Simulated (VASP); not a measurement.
# BN (F-43m) in VASP: single point with PBEsol

Aim: the single point of BN with PBEsol.

All numbers are computed with VASP 6.6.1; they aren't measurements. Logs are shortened: lines on timing, memory, paths and dates and some standing lists are left out, and cuts for length are marked.

### Step 1. The cell of the first run

The structure is cubic, space group F-43m (No. 216). The conventional cell has a = 3.606 Å, b = 3.606 Å, c = 3.606 Å, α = 90.00°, β = 90.00°, γ = 90.00°. B (site symmetry -43m) has 4 N at 1.56 Å within 2.1 Å. Within 2.1 Å of N (site symmetry -43m) lie 4 B at 1.56 Å.

### Step 2. Single point, PBEsol

INCAR

```
SYSTEM = BN
ALGO = Normal
EDIFF = 1E-7
ENCUT = 520
GGA = PS
ISIF = 2
ISMEAR = -1
ISYM = 0
LASPH = .True.
LCHARG = .False.
LREAL = Auto
LWAVE = .False.
NBANDS = 141
NELM = 80
PREC = Accurate
SIGMA = 0.05
```

KPOINTS

```
Automatic mesh
0
Gamma
  1 1 1
  0.25 0.25 0.25
```

POSCAR

```
BN
1.0
    0.0000000000      5.4086930000      5.4086930000
    5.4086930000      0.0000000000      5.4086930000
    5.4086930000      5.4086930000      0.0000000000
B N
27 27
Direct
    0.0000000000      0.0000000000      0.0000000000
    0.6666670000      0.0000000000      0.0000000000
    0.0000000000      0.6666670000      0.0000000000
    0.0000000000      0.0000000000      0.6666670000
    0.3333330000      0.3333330000      0.3333330000
    0.6666670000      0.6666670000      0.0000000000
    0.6666670000      0.0000000000      0.6666670000
    0.0000000000      0.6666670000      0.6666670000
    0.6666670000      0.6666670000      0.6666670000
    0.0000000000      0.0000000000      0.3333330000
    0.3333330000      0.3333330000      0.0000000000
    0.6666670000      0.0000000000      0.3333330000
    0.0000000000      0.6666670000      0.3333330000
    0.3333330000      0.3333330000      0.6666670000
    0.6666670000      0.6666670000      0.3333330000
    0.0000000000      0.3333330000      0.0000000000
    0.3333330000      0.0000000000      0.3333330000
    0.6666670000      0.3333330000      0.0000000000
    0.0000000000      0.3333330000      0.6666670000
    0.3333330000      0.6666670000      0.3333330000
    0.6666670000      0.3333330000      0.6666670000
    0.3333330000      0.0000000000      0.0000000000
    0.0000000000      0.3333330000      0.3333330000
    0.3333330000      0.6666670000      0.0000000000
    0.3333330000      0.0000000000      0.6666670000
    0.6666670000      0.3333330000      0.3333330000
    0.3333330000      0.6666670000      0.6666670000
    0.0833330000      0.0833330000      0.0833330000
    0.7500000000      0.0833330000      0.0833330000
    0.0833330000      0.7500000000      0.0833330000
    0.0833330000      0.0833330000      0.7500000000
    0.4166670000      0.4166670000      0.4166670000
    0.7500000000      0.7500000000      0.0833330000
    0.7500000000      0.0833330000      0.7500000000
    0.0833330000      0.7500000000      0.7500000000
    0.7500000000      0.7500000000      0.7500000000
    0.0833330000      0.0833330000      0.4166670000
    0.4166670000      0.4166670000      0.0833330000
    0.7500000000      0.0833330000      0.4166670000
    0.0833330000      0.7500000000      0.4166670000
    0.4166670000      0.4166670000      0.7500000000
    0.7500000000      0.7500000000      0.4166670000
    0.0833330000      0.4166670000      0.0833330000
    0.4166670000      0.0833330000      0.4166670000
    0.7500000000      0.4166670000      0.0833330000
    0.0833330000      0.4166670000      0.7500000000
    0.4166670000      0.7500000000      0.4166670000
    0.7500000000      0.4166670000      0.7500000000
    0.4166670000      0.0833330000      0.0833330000
    0.0833330000      0.4166670000      0.4166670000
    0.4166670000      0.7500000000      0.0833330000
    0.4166670000      0.0833330000      0.7500000000
    0.7500000000      0.4166670000      0.4166670000
    0.4166670000      0.7500000000      0.7500000000
```

Potentials or basis: VASP PAW PBE potentials, release 64 (B, N).

Command:

```console
cat potpaw_PBE.64/B/POTCAR potpaw_PBE.64/N/POTCAR > POTCAR
mpirun -np 1 vasp_std > vasp.out
```

OUTCAR:

```text
SYSTEM = BN
   EDIFF = 1E-7
   ENCUT = 520
   GGA = PS
   ISIF = 2
   ISMEAR = -1
   ISYM = 0
   LASPH = .True.
   LREAL = Auto
   NELM = 80
   PREC = Accurate

 ion  position               nearest neighbor table
   1  0.000  0.000  0.000-  28 1.56  29 1.56  30 1.56  31 1.56
   2  0.667  0.000  0.000-  29 1.56  33 1.56  34 1.56  49 1.56
   3  0.000  0.667  0.000-  30 1.56  33 1.56  35 1.56  43 1.56
   4  0.000  0.000  0.667-  31 1.56  34 1.56  35 1.56  37 1.56
   5  0.333  0.333  0.333-  38 1.56  44 1.56  50 1.56  32 1.56
   6  0.667  0.667  0.000-  33 1.56  36 1.56  45 1.56  51 1.56
[... 46 lines left out ...]
  53  0.750  0.417  0.417-  15 1.56  21 1.56  23 1.56  26 1.56
  54  0.417  0.750  0.750-   9 1.56  24 1.56  25 1.56  27 1.56

IMPORTANT INFORMATION: All symmetrisations will be switched off!
NOSYMM: (Re-)initialisation of all symmetry stuff for point group C_1.

----------------------------------------------------------------------------------------

                                     Primitive cell

  volume of cell :     316.4514

  direct lattice vectors                    reciprocal lattice vectors
     0.000000000  5.408693000  5.408693000    -0.092443775  0.092443775  0.092443775
     5.408693000  0.000000000  5.408693000     0.092443775 -0.092443775  0.092443775
     5.408693000  5.408693000  0.000000000     0.092443775  0.092443775 -0.092443775

  length of vectors
     7.649046995  7.649046995  7.649046995     0.160117316  0.160117316  0.160117316

  position of ions in fractional coordinates (direct lattice)
     0.000000000  0.000000000  0.000000000
     0.666667000  0.000000000  0.000000000
     0.000000000  0.666667000  0.000000000
     0.000000000  0.000000000  0.666667000
     0.333333000  0.333333000  0.333333000
     0.666667000  0.666667000  0.000000000
[... 46 lines left out ...]
     0.750000000  0.416667000  0.416667000
     0.416667000  0.750000000  0.750000000

  ion indices of the primitive-cell ions
   primitive index   ion index
                 1           1
                 2           2
                 3           3
                 4           4
                 5           5
                 6           6
[... 46 lines left out ...]
                53          53
                54          54

----------------------------------------------------------------------------------------

 KPOINTS: Automatic mesh

Automatic generation of k-mesh.
 Grid dimensions read from file:
 generate k-points for:    1    1    1
[... 47 lines left out ...]
   IBRION =     -1    ionic relax: 0-MD 1-quasi-New 2-CG
   NFREE  =      0    steps in history (QN), initial steepest desc. (CG)
   ISIF   =      2    stress and relaxation
   ISYM   =      0    0-nonsym 1-usesym 2-fastsym
   POTIM  = 0.5000    time-step for ionic-motion
   TEBEG  =    0.0;   TEEND  =   0.0 temperature during run
   PSTRESS=    0.0 pullay stress
   NELECT =     216.0000    total number of electrons
   NUPDOWN=      -1.0000    fix difference up-down
   EMIN   =  10.00;   EMAX   =-10.00  energy-range for DOS
   EFERMI =   0.00;   METHOD = LEGACY
   ISMEAR =    -1;   SIGMA  =   0.05  broadening in eV -4-tet -1-fermi 0-gaus
   EFERMI_NEDOS =   21; number of points for ismear=-14 and -15
   IALGO  =     38    algorithm
   IMIX   =      4    mixing-type and parameters
     AMIX     =   0.40;   BMIX     =  1.00
     AMIX_MAG =   1.60;   BMIX_MAG =  1.00
  volume/ion in A,a.u.               =       5.86        39.55
  Fermi-wavevector in a.u.,A,eV,Ry     =   1.441420  2.723888 28.268694  2.077690
  Thomas-Fermi vector in A             =   2.560054
   LORBIT       =      0    0 simple, 1 ext, 2 COOP (PROOUT), +10 PAW based schemes
   GGA     = PS    functional components
   LHFCALC =     F    Hartree Fock is set to
   AEXX    =    0.0000 exact exchange contribution
   IVDW    =     0    specifies the selected vdW correction
   LEPSILON=     F    determine dielectric tensor
   LRPA    =     F    only Hartree local field effects (RPA)
 non-spin polarized calculation
  energy-cutoff  :      520.00
  volume of cell :      316.45
 maximum number of plane-waves:      8513
 NGX is ok and might be reduce to    60
   NGX = 29   NGY = 29   NGZ = 29

 number of electron     215.9999964 magnetization

 Free energy of the ion-electron system (eV)
  ---------------------------------------------------
  ext. energy  EPLUGINS =         0.00000000
  ---------------------------------------------------
  free energy    TOTEN  =      -490.30047950 eV

  energy without entropy =     -490.30047950  energy(sigma->0) =     -490.30047950

 E-fermi :   8.5741     XC(G=0): -13.0400

 val. band max:        7.3356968007   @ k =   0.0000   0.0000  -0.2500
 cond. band min:      12.9800094611   @ k =   0.0000   0.0000  -0.2500
 fundamental gap:      5.6443126603
 Fermi energy:         8.5740578877

 k-point     1 :       0.2500    0.2500    0.2500
  band No.  band energies     occupation
      1     -12.6762      2.00000
      2     -11.3468      2.00000
      3     -10.5112      2.00000
      4     -10.5112      2.00000
      5     -10.5112      2.00000
      6     -10.0805      2.00000
[... 481 lines left out ...]
    119      15.8568      0.00000
    120      15.8568      0.00000
 [bands above 120 left out]

------------------------ aborting loop because EDIFF is reached ----------------------------------------

  FORCE on cell =-STRESS in cart. coord.  units (eV):
  Direction    XX          YY          ZZ          XY          YZ          ZX
  --------------------------------------------------------------------------------------
  -------------------------------------------------------------------------------------
  Total        4.4993289      4.4993293      4.4993292      0.0000062      0.0000074      0.0000067
  in kB       22.7798749     22.7798770     22.7798761      0.0000314      0.0000373      0.0000338
  external PRESSURE =      22.7798760 kB  Pullay stress =       0.0000000 kB

 VOLUME and BASIS-vectors are now :
 -----------------------------------------------------------------------------
  energy-cutoff  :      520.00
  volume of cell :      316.45
      direct lattice vectors                 reciprocal lattice vectors
     0.000000000  5.408693000  5.408693000    -0.092443775  0.092443775  0.092443775
     5.408693000  0.000000000  5.408693000     0.092443775 -0.092443775  0.092443775
     5.408693000  5.408693000  0.000000000     0.092443775  0.092443775 -0.092443775

 POSITION                                       TOTAL-FORCE (eV/Angst)
 -----------------------------------------------------------------------------------
      0.00000      0.00000      0.00000        -0.000075     -0.000076     -0.000075
      0.00000      3.60580      3.60580        -0.000062     -0.000088     -0.000089
      3.60580      0.00000      3.60580        -0.000088     -0.000063     -0.000089
      3.60580      3.60580      0.00000        -0.000089     -0.000088     -0.000062
      3.60579      3.60579      3.60579         0.000167      0.000163      0.000165
      3.60580      3.60580      7.21159        -0.000078     -0.000076     -0.000102
[... 46 lines left out ...]
      4.50725      6.31014      6.31014        -0.000186     -0.000040     -0.000039
      8.11304      6.31014      6.31014         0.000093     -0.000055     -0.000055
 -----------------------------------------------------------------------------------
    total drift:                               -0.000004     -0.000005     -0.000006

  FREE ENERGIE OF THE ION-ELECTRON SYSTEM (eV)
  ---------------------------------------------------
  free  energy   TOTEN  =      -490.3004795033 eV

  energy  without entropy=     -490.3004795032  energy(sigma->0) =     -490.30047950
```

Run time: 19 min. Hardware: 1 thread of AMD EPYC 7R43 (Zen 3), shared host; peak memory 0.49 GiB.

What came out:

```yaml
Free_energy: -490.3005 eV
Pressure: 2.3 GPa
Band_gap_on_the_k_mesh: 5.64 eV
```

Levels at points of the mesh, in eV from the valence-band top:
```csv
k point,band 106,band 107,band 108,band 109,band 110,band 111
"(0.25, 0.25, 0.25)",-0.74,0.00,0.00,5.64,5.64,5.64
```

Caveat: the PAW data sets were made with another functional, which shifts forces and pressure a little; a shifted mesh leaves out Γ, where band edges can lie. A k mesh can miss the band edges.
